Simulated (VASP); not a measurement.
Input of a VASP 6.6.1 run:

The input INCAR:

```
SYSTEM = KCdF3
PREC     = Accurate       ! precision mode
ENCUT    = 520            ! plane-wave cutoff, eV
EDIFF    = 1E-7           ! SCF threshold, eV
ISMEAR   = 0              ! smearing method
SIGMA    = 0.05           ! smearing width, eV
LREAL    = .FALSE.        ! projectors in reciprocal space
LASPH    = .TRUE.         ! aspherical terms in the spheres
NELM     = 100            ! most SCF steps
ALGO     = Normal         ! electronic algorithm
ISIF     = 2              ! what is computed and relaxed
LWAVE    = .FALSE.        ! write WAVECAR
LCHARG   = .FALSE.        ! write CHGCAR
NBANDS   = 29             ! bands
```

KPOINTS

```
regular mesh
0
G
  6 6 6
  0 0 0
```

POSCAR

```
KCdF3
1.0
    4.2506263494      0.0000000000      0.0000000000
    0.0000000000      4.2506263494      0.0000000000
    0.0000000000      0.0000000000      4.3820890200
K Cd F
1 1 3
Direct
    0.0000000000      0.0000000000      0.0000000000
    0.5000000000      0.5000000000      0.5000000000
    0.0000000000      0.5000000000      0.5000000000
    0.5000000000      0.0000000000      0.5000000000
    0.5000000000      0.5000000000      0.0000000000
```

Potentials or basis: VASP PAW LDA potentials, release 64 (K_sv, Cd, F).

Run with:

```sh
$ cat potpaw_LDA.64/K_sv/POTCAR potpaw_LDA.64/Cd/POTCAR potpaw_LDA.64/F/POTCAR > POTCAR
$ mpirun -np 1 vasp_std > vasp.out
```

Q: Predict the band gap on the k mesh.

A: 2.70 eV (least direct gap 4.94 eV).

Q: Predict the pressure.

A: 1.5 GPa.

Stress tensor (GPa, compression positive):
```
 2.70  0.00  0.00
 0.00  2.70  0.00
 0.00  0.00 -0.77
```

Caveat: the cell differs from its parent crystal (strain -0.0300 x Voigt [1, 1, 0, 0, 0, 0]). A k mesh can miss the band edges.
